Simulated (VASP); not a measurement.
A run of VASP 6.6.1:

File INCAR:

```
SYSTEM = AlCo
ALGO = Normal ; EDIFF = 1E-7
ENCUT = 520 ; GGA = CA
ISIF = 2 ; ISMEAR = -1
ISPIN = 2 ; LASPH = .True.
LCHARG = .False. ; LMAXMIX = 4
LORBIT = 11 ; LREAL = .False.
LWAVE = .False. ; MAGMOM = 2 0
NBANDS = 17 ; NELM = 150
PREC = Accurate ; SIGMA = 0.05
```

The input KPOINTS:

```
k-points
0
Gamma
  9 9 9
  0 0 0
```

The input POSCAR:

```
AlCo
1.0
    2.8565048754      0.0000000000      0.0000000000
    0.0000000000      2.8565048754      0.0000000000
    0.0000000000      0.0000000000      2.8565048754
Co Al
1 1
Direct
    0.5000000000      0.5000000000      0.5000000000
    0.0000000000      0.0000000000      0.0000000000
```

Potentials or basis: VASP PAW LDA potentials, release 64 (Co, Al).

Launch:

```bash
$ cat potpaw_LDA.64/Co/POTCAR potpaw_LDA.64/Al/POTCAR > POTCAR
$ mpirun -np 1 vasp_std > vasp.out
```

Hardware: 1 thread of Intel Xeon 8259CL, with other jobs on the host.

Task: How long does it take, and how much memory?

Result: It took 32 s on 1 thread of Intel Xeon 8259CL (shared host), peak memory 0.15 GiB. Counts: scf iterations 15, k points 35.
